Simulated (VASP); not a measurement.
Write the native input for VASP 6.6.1 that does the following.

```yaml
Task: electric field gradients
Functional: PBE
Potentials_or_basis: VASP PAW PBE potentials, release 64 (Cd, Te)
Cutoff: 520 eV
k_mesh: 9 × 9 × 9
Occupations: fermi-dirac, width 0.08 eV
Spin: no spin polarisation
Dipole_correction: no
Further_INCAR_settings: ALGO = Normal; EDIFF = 1e-08; NBANDS = 16
```

The structure of CdTe lies in POSCAR:

```
CdTe
1.0
    0.0000000000      3.2678590959      3.2678590959
    3.2678590959      0.0000000000      3.2678590959
    3.2678590959      3.2678590959      0.0000000000
Cd Te
1 1
Direct
    0.0000000000      0.0000000000      0.0000000000
    0.7500000000      0.7500000000      0.7500000000
```

This cell differs from its parent crystal: volume scaled by 1.06.

One way to write it, as run:

INCAR

```
SYSTEM = CdTe
ALGO = Normal
EDIFF = 1E-8
ENCUT = 520
GGA = PE
ISIF = 2
ISMEAR = -1
LASPH = .TRUE.
LCHARG = .FALSE.
LEFG = .TRUE.
LREAL = .FALSE.
LWAVE = .FALSE.
NBANDS = 16
NELM = 100
PREC = Accurate
SIGMA = 0.08
```

KPOINTS

```
k-points
0
G
  9 9 9
  0 0 0
```

Potentials or basis: VASP PAW PBE potentials, release 64 (Cd, Te).

Launch:

```console
$ cat potpaw_PBE.64/Cd/POTCAR potpaw_PBE.64/Te/POTCAR > POTCAR
$ mpirun -np 1 vasp_std > vasp.out
```

Results of the run:

```
Pressure               : 1.6 GPa
Band gap on the k mesh : 0.70 eV, direct
```

Caveat: without QUAD_EFG the Cq values of the log hold for a quadrupole moment of 1 mb, not for the nuclei; spin-orbit coupling is left out, which moves the levels of the heavy elements.

Wall time 30 s on 1 thread of Intel(R) Xeon(R) 6975P-C (Granite Rapids), on a shared host, peak memory 0.22 GiB.
